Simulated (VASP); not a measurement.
Set up this calculation in VASP 6.6.1, as the native input.

* Task: single point
* Functional: PBE
* Potentials or basis: VASP PAW PBE potentials, release 64 (Si)
* Cutoff: 500 eV
* k mesh: 6 × 6 × 6
* Occupations: gaussian, width 0.01 eV
* Spin: no spin polarisation
* Dipole correction: no
* Further INCAR settings: ALGO = Normal; EDIFF = 1e-06; NBANDS = 11

The structure of Si lies in POSCAR:

```
Si
1.0
    0.0000000000      2.7135600000      2.7135600000
    2.7135600000      0.0000000000      2.7135600000
    2.7135600000      2.7135600000      0.0000000000
Si
2
Direct
    0.7500000000      0.7500000000      0.7500000000
    0.4981574021      0.5018425979      0.4981574021
```

These files were run (other wordings do the same):

INCAR

```
SYSTEM = Si
PREC = Accurate ; ENCUT = 500
EDIFF = 1E-6 ; ISMEAR = 0
SIGMA = 0.01 ; LREAL = .FALSE.
LASPH = .TRUE. ; NELM = 120
ALGO = Normal ; ISIF = 2
LWAVE = .FALSE. ; LCHARG = .TRUE.
GGA = PE ; LELF = .TRUE.
LVHAR = .TRUE. ; NBANDS = 11
GGA_COMPAT = .FALSE.
```

KPOINTS

```
regular mesh
0
G
  6 6 6
  0 0 0
```

Potentials or basis: VASP PAW PBE potentials, release 64 (Si).

Run with:

```sh
$ cat potpaw_PBE.64/Si/POTCAR > POTCAR
$ mpirun -np 1 vasp_std > vasp.out
```

It gave:

* Pressure: 2.2 GPa
* Largest force: 0.137 eV/Å
* Band gap on the k mesh: 0.63 eV (least direct gap 2.49 eV)

Wall time 8.4 s on 1 thread of AMD EPYC 9R45 96-Core Processor (Zen 5), with other jobs on the host, peak memory 0.12 GiB.
